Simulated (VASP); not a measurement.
# SiO2 (P6_322) in VASP: single point with PBE

Aim: the single point of SiO2 with PBE.

Everything below comes from runs of VASP 6.6.1. Logs are shortened: lines on timing, memory, paths and dates and some standing lists are left out, and cuts for length are marked.

## Step 1: The cell of the first run

Symmetry: P6_322, No. 182, hexagonal system. The conventional cell has a = 5.327 Å, b = 5.327 Å, c = 8.697 Å, α = 90.00°, β = 90.00°, γ = 120.00°. Si (site symmetry 3) has 4 O at 1.63 Å within 2.2 Å. O (site symmetry 2) has 2 Si at 1.63 Å within 2.2 Å. O (site symmetry 32) has 2 Si at 1.63 Å within 2.2 Å.

## Step 2: Single point, PBE (17.81 Å³/atom)

File INCAR:

```
PREC = Accurate ; ENCUT = 520
EDIFF = 1E-6 ; ISMEAR = 0
SIGMA = 0.02 ; LREAL = F
LASPH = T ; NELM = 80
ALGO = Normal ; ISIF = 2
LWAVE = F ; LCHARG = F
GGA = PE ; NBANDS = 44
```

File KPOINTS:

```
Automatic mesh
0
Gamma
  6 6 4
```

File POSCAR:

```
SiO2
1.0
    5.3271204658      0.0000000000      0.0000000000
   -2.6635602329      4.6134216524      0.0000000000
    0.0000000000      0.0000000000      8.6969758317
Si O
4 8
Direct
    0.6666666667      0.3333333333      0.9375219304
    0.6666666667      0.3333333333      0.5624780696
    0.3333333333      0.6666666667      0.0624780696
    0.3333333333      0.6666666667      0.4375219304
    0.0000000000      0.4987543761      0.0000000000
    0.4987543761      0.4987543761      0.5000000000
    0.5012456239      0.0000000000      0.5000000000
    0.5012456239      0.5012456239      0.0000000000
    0.0000000000      0.5012456239      0.5000000000
    0.6666666667      0.3333333333      0.7500000000
    0.3333333333      0.6666666667      0.2500000000
    0.4987543761      0.0000000000      0.0000000000
```

Potentials or basis: VASP PAW PBE potentials, release 64 (Si, O).

The run is started by

```bash
$ cat potpaw_PBE.64/Si/POTCAR potpaw_PBE.64/O/POTCAR > POTCAR
$ mpirun -np 1 vasp_std > vasp.out
```

OUTCAR:

```text
PREC = Accurate
   ENCUT = 520
   EDIFF = 1E-6
   ISMEAR = 0
   LREAL = F
   LASPH = T
   NELM = 80
   ISIF = 2
   GGA = PE

 ion  position               nearest neighbor table
   1  0.667  0.333  0.938-  10 1.63   5 1.63  12 1.63   8 1.63
   2  0.667  0.333  0.562-  10 1.63   7 1.63   9 1.63   6 1.63
   3  0.333  0.667  0.062-  11 1.63  12 1.63   5 1.63   8 1.63
   4  0.333  0.667  0.438-  11 1.63   9 1.63   7 1.63   6 1.63
   5  0.000  0.499  0.000-   1 1.63   3 1.63
   6  0.499  0.499  0.500-   4 1.63   2 1.63
   7  0.501  0.000  0.500-   2 1.63   4 1.63
   8  0.501  0.501  0.000-   1 1.63   3 1.63
   9  0.000  0.501  0.500-   4 1.63   2 1.63
  10  0.667  0.333  0.750-   1 1.63   2 1.63
  11  0.333  0.667  0.250-   3 1.63   4 1.63
  12  0.499  0.000  0.000-   3 1.63   1 1.63

  LATTYP: Found a hexagonal cell.
 ALAT       =     5.3271204658
 C/A-ratio  =     1.6325847871

  Lattice vectors:

 A1 = (   5.3271204658,   0.0000000000,   0.0000000000)
 A2 = (  -2.6635602329,   4.6134216524,   0.0000000000)
 A3 = (   0.0000000000,   0.0000000000,   8.6969758317)

Analysis of symmetry for initial positions (statically):
=====================================================================
 Subroutine PRICEL returns:
 Original cell was already a primitive cell.

 Routine SETGRP: Setting up the symmetry group for a
 hexagonal supercell.

 Subroutine GETGRP returns: Found 12 space group operations
 (whereof  6 operations were pure point group operations)
 out of a pool of 24 trial point group operations.

The static configuration has the point symmetry D_3 .
 The point group associated with its full space group is D_6 .

Analysis of symmetry for dynamics (positions and initial velocities):
=====================================================================
 Subroutine PRICEL returns:
 Original cell was already a primitive cell.

 Routine SETGRP: Setting up the symmetry group for a
 hexagonal supercell.

 Subroutine GETGRP returns: Found 12 space group operations
 (whereof  6 operations were pure point group operations)
 out of a pool of 24 trial point group operations.

The dynamic configuration has the point symmetry D_3 .
 The point group associated with its full space group is D_6 .

 Subroutine INISYM returns: Found 12 space group operations
 (whereof  6 operations are pure point group operations),
 and found     1 'primitive' translations

----------------------------------------------------------------------------------------

                                     Primitive cell

  volume of cell :     213.7391

  direct lattice vectors                    reciprocal lattice vectors
     5.327120466  0.000000000  0.000000000     0.187718676  0.108379428  0.000000000
    -2.663560233  4.613421652  0.000000000     0.000000000  0.216758856  0.000000000
     0.000000000  0.000000000  8.696975832     0.000000000  0.000000000  0.114982497

  length of vectors
     5.327120466  5.327120466  8.696975832     0.216758856  0.216758856  0.114982497

  position of ions in fractional coordinates (direct lattice)
     0.666666667  0.333333333  0.937521930
     0.666666667  0.333333333  0.562478070
     0.333333333  0.666666667  0.062478070
     0.333333333  0.666666667  0.437521930
     0.000000000  0.498754376  0.000000000
     0.498754376  0.498754376  0.500000000
     0.501245624  0.000000000  0.500000000
     0.501245624  0.501245624  0.000000000
     0.000000000  0.501245624  0.500000000
     0.666666667  0.333333333  0.750000000
     0.333333333  0.666666667  0.250000000
     0.498754376  0.000000000  0.000000000

  ion indices of the primitive-cell ions
   primitive index   ion index
                 1           1
                 2           2
                 3           3
                 4           4
                 5           5
                 6           6
                 7           7
                 8           8
                 9           9
                10          10
                11          11
                12          12

----------------------------------------------------------------------------------------

 KPOINTS: Automatic mesh

Automatic generation of k-mesh.
 Grid dimensions read from file:
 generate k-points for:    6    6    4

 Generating k-lattice:

  Cartesian coordinates                     Fractional coordinates (reciprocal lattice)
     0.031286446  0.018063238  0.000000000     0.166666667  0.000000000  0.000000000
     0.000000000  0.036126476  0.000000000     0.000000000  0.166666667  0.000000000
     0.000000000  0.000000000  0.028745624     0.000000000  0.000000000  0.250000000

  Length of vectors
     0.036126476  0.036126476  0.028745624

  Shift w.r.t. Gamma in fractional coordinates (k-lattice)
     0.000000000  0.000000000  0.000000000

 Subroutine IBZKPT returns following result:
 ===========================================

 Found     21 irreducible k-points:

 Following reciprocal coordinates:
            Coordinates               Weight
  0.000000  0.000000  0.000000      1.000000
  0.166667  0.000000  0.000000      6.000000
  0.333333  0.000000  0.000000      6.000000
  0.500000  0.000000  0.000000      3.000000
  0.166667  0.166667  0.000000      6.000000
  0.333333  0.166667  0.000000     12.000000
[... 13 lines left out ...]
  0.333333  0.166667  0.500000     12.000000
  0.333333  0.333333  0.500000      2.000000
   k-points           NKPTS =     21   k-points in BZ     NKDIM =     21   number of bands    NBANDS=     44
   number of dos      NEDOS =    301   number of ions     NIONS =     12
   total plane-waves  NPLWV = 112000
   dimension x,y,z NGX =    40 NGY =   40 NGZ =   70
   dimension x,y,z NGXF=    80 NGYF=   80 NGZF=  140
   ions per type =               4   8
   NGX,Y,Z   is equivalent  to a cutoff of  12.48, 12.48, 13.38 a.u.
   NGXF,Y,Z  is equivalent  to a cutoff of  24.97, 24.97, 26.76 a.u.
 SYSTEM =  unknown system
   PREC   = accura    normal or accurate (medium, high low for compatibility)
   ISTART =      0    job   : 0-new  1-cont  2-samecut
   ICHARG =      2    charge: 1-file 2-atom 10-const
   ISPIN  =      1    spin polarized calculation?
   LNONCOLLINEAR =      F non collinear calculations
   LSORBIT =      F    spin-orbit coupling
   LASPH  =      T    aspherical Exc in radial PAW
   ENCUT  =  520.0 eV  38.22 Ry    6.18 a.u.   9.90  9.90 16.17*2*pi/ulx,y,z
   NELM   =     80;   NELMIN=  2; NELMDL= -5     # of ELM steps
   EDIFF  = 0.1E-05   stopping-criterion for ELM
   LREAL  =      F    real-space projection
   EDIFFG = 0.1E-04   stopping-criterion for IOM
   NSW    =      0    number of steps for IOM
   IBRION =     -1    ionic relax: 0-MD 1-quasi-New 2-CG
   NFREE  =      0    steps in history (QN), initial steepest desc. (CG)
   ISIF   =      2    stress and relaxation
   ISYM   =      2    0-nonsym 1-usesym 2-fastsym
   POTIM  = 0.5000    time-step for ionic-motion
   TEBEG  =    0.0;   TEEND  =   0.0 temperature during run
   PSTRESS=    0.0 pullay stress
   NELECT =      64.0000    total number of electrons
   NUPDOWN=      -1.0000    fix difference up-down
   EMIN   =  10.00;   EMAX   =-10.00  energy-range for DOS
   EFERMI =   0.00;   METHOD = LEGACY
   ISMEAR =     0;   SIGMA  =   0.02  broadening in eV -4-tet -1-fermi 0-gaus
   EFERMI_NEDOS =   21; number of points for ismear=-14 and -15
   IALGO  =     38    algorithm
   IMIX   =      4    mixing-type and parameters
     AMIX     =   0.40;   BMIX     =  1.00
     AMIX_MAG =   1.60;   BMIX_MAG =  1.00
  volume/ion in A,a.u.               =      17.81       120.20
  Fermi-wavevector in a.u.,A,eV,Ry     =   1.095234  2.069692 16.320693  1.199537
  Thomas-Fermi vector in A             =   2.231554
   LORBIT       =      0    0 simple, 1 ext, 2 COOP (PROOUT), +10 PAW based schemes
   GGA     = PE    functional components
   LHFCALC =     F    Hartree Fock is set to
   AEXX    =    0.0000 exact exchange contribution
   IVDW    =     0    specifies the selected vdW correction
   LEPSILON=     F    determine dielectric tensor
   LRPA    =     F    only Hartree local field effects (RPA)
 non-spin polarized calculation
 Gauss-broadening in eV      SIGMA  =   0.02
  energy-cutoff  :      520.00
  volume of cell :      213.74
 maximum number of plane-waves:      5778
 NGX is ok and might be reduce to    40
   NGX = 19   NGY = 19   NGZ = 33

 number of electron      63.9999988 magnetization

 Free energy of the ion-electron system (eV)
  ---------------------------------------------------
  ext. energy  EPLUGINS =         0.00000000
  ---------------------------------------------------
  free energy    TOTEN  =       -94.77514861 eV

  energy without entropy =      -94.77514861  energy(sigma->0) =      -94.77514861

 E-fermi :  -1.0346     XC(G=0):  -7.3137

 val. band max:       -1.1590858809   @ k =   0.0000   0.0000   0.0000
 cond. band min:       4.0622749224   @ k =   0.0000   0.0000   0.0000
 fundamental gap:      5.2213608033
 Fermi energy:        -1.0345579580

 k-point     1 :       0.0000    0.0000    0.0000
  band No.  band energies     occupation
      1     -20.3487      2.00000
      2     -19.9622      2.00000
      3     -19.0620      2.00000
      4     -18.4540      2.00000
      5     -18.4540      2.00000
      6     -18.4474      2.00000
[... 36 lines left out ...]
     43      10.1300      0.00000
     44      10.1674      0.00000

 k-point     2 :       0.1667    0.0000    0.0000
  band No.  band energies     occupation
      1     -20.2843      2.00000
      2     -19.8910      2.00000
      3     -19.1505      2.00000
      4     -18.5605      2.00000
      5     -18.4605      2.00000
      6     -18.4564      2.00000
[... 885 lines left out ...]
 k-point    21 :       0.3333    0.3333    0.5000
  band No.  band energies     occupation
      1     -19.7589      2.00000
      2     -19.7589      2.00000
      3     -19.3072      2.00000
      4     -19.3072      2.00000
      5     -18.4626      2.00000
      6     -18.4626      2.00000
[... 36 lines left out ...]
     43       9.7409      0.00000
     44       9.7474      0.00000

------------------------ aborting loop because EDIFF is reached ----------------------------------------

  FORCE on cell =-STRESS in cart. coord.  units (eV):
  Direction    XX          YY          ZZ          XY          YZ          ZX
  --------------------------------------------------------------------------------------
  -------------------------------------------------------------------------------------
  Total       -5.2975533     -5.2975533     -5.3056865      0.0000000      0.0000000      0.0000000
  in kB      -39.7101921    -39.7101921    -39.7711582      0.0000000      0.0000000      0.0000000
  external PRESSURE =     -39.7305141 kB  Pullay stress =       0.0000000 kB

 VOLUME and BASIS-vectors are now :
 -----------------------------------------------------------------------------
  energy-cutoff  :      520.00
  volume of cell :      213.74
      direct lattice vectors                 reciprocal lattice vectors
     5.327120466  0.000000000  0.000000000     0.187718676  0.108379428  0.000000000
    -2.663560233  4.613421652  0.000000000     0.000000000  0.216758856  0.000000000
     0.000000000  0.000000000  8.696975832     0.000000000  0.000000000  0.114982497

 POSITION                                       TOTAL-FORCE (eV/Angst)
 -----------------------------------------------------------------------------------
      2.66356      1.53781      8.15361        -0.000000      0.000000      0.007860
      2.66356      1.53781      4.89186        -0.000000      0.000000     -0.007860
     -0.00000      3.07561      0.54337        -0.000000      0.000000     -0.007860
     -0.00000      3.07561      3.80512        -0.000000      0.000000      0.007860
     -1.32846      2.30096      0.00000        -0.000744      0.001288      0.000000
      1.32846      2.30096      4.34849         0.000744      0.001288     -0.000000
      2.67020      0.00000      4.34849        -0.001487      0.000000      0.000000
      1.33510      2.31246      0.00000        -0.000744     -0.001288     -0.000000
     -1.33510      2.31246      4.34849         0.000744     -0.001288      0.000000
      2.66356      1.53781      6.52273        -0.000000      0.000000     -0.000000
     -0.00000      3.07561      2.17424        -0.000000      0.000000     -0.000000
      2.65692      0.00000      0.00000         0.001487      0.000000     -0.000000
 -----------------------------------------------------------------------------------
    total drift:                                0.000000     -0.000000      0.000000

  FREE ENERGIE OF THE ION-ELECTRON SYSTEM (eV)
  ---------------------------------------------------
  free  energy   TOTEN  =       -94.7751486149 eV

  energy  without entropy=      -94.7751486149  energy(sigma->0) =      -94.77514861
```

Wall time 82 s (1 thread of Intel Xeon 6975P-C (Granite Rapids), shared host); peak memory 0.39 GiB.

Results:

```yaml
Free_energy: -94.7751 eV
Pressure: -4.0 GPa
Largest_force: 0.008 eV/Å
Band_gap_on_the_k_mesh: 5.22 eV
```

Forces in eV/Å, atoms in the order of the input:
```
Si   0.000  0.000  0.008
Si   0.000  0.000 -0.008
Si   0.000  0.000 -0.008
Si   0.000  0.000  0.008
O   -0.001  0.001  0.000
O    0.001  0.001  0.000
O   -0.001  0.000  0.000
O   -0.001 -0.001  0.000
O    0.001 -0.001  0.000
O    0.000  0.000  0.000
O    0.000  0.000  0.000
O    0.001  0.000  0.000
```

Caveat: the cell stands under tension. A k mesh can miss the band edges.
